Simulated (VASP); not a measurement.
Set up this calculation in VASP 6.6.1, as the native input.

```yaml
Task: single point
Functional: PBE
Potentials_or_basis: VASP PAW PBE potentials, release 64 (K_sv, I)
Cutoff: 520 eV
k_mesh: 6 × 6 × 6
Occupations: fermi-dirac, width 0.02 eV
Spin: no spin polarisation
Dipole_correction: no
Further_INCAR_settings: ALGO = Normal; EDIFF = 1e-06; NBANDS = 15
```

The structure of KI lies in POSCAR:

```
KI
1.0
    0.0352455000      3.5245500000      3.5245500000
    3.5245500000      0.0352455000      3.5245500000
    3.5597955000      3.5597955000      0.0000000000
K I
1 1
Direct
    0.0000000000      0.0000000000      0.0000000000
    0.5000000000      0.5000000000      0.5000000000
```

This cell differs from its parent crystal: xy shear strain of +2 %.

One way to write it, as run:

INCAR

```
SYSTEM = KI
PREC = Accurate
ENCUT = 520
EDIFF = 1E-6
ISMEAR = -1
SIGMA = 0.02
LREAL = .False.
LASPH = .True.
NELM = 80
ALGO = Normal
ISIF = 2
LWAVE = .False.
LCHARG = .False.
GGA = PE
NBANDS = 15
```

KPOINTS

```
Automatic mesh
0
Gamma
  6 6 6
  0 0 0
```

Potentials or basis: VASP PAW PBE potentials, release 64 (K_sv, I).

The run is started by

```bash
$ cat potpaw_PBE.64/K_sv/POTCAR potpaw_PBE.64/I/POTCAR > POTCAR
$ mpirun -np 1 vasp_std > vasp.out
```

It gave:

The pressure is 0.7 GPa and the band gap on the k mesh is 3.95 eV, direct.

Caveat: the cell differs from its parent crystal (xy shear strain of +2 %); spin-orbit coupling is left out, which moves the levels of the heavy elements.

It took 89 s on 1 thread of AMD EPYC 7R43 64-Core Processor (Zen 3), with other jobs on the host, peak memory 0.22 GiB.
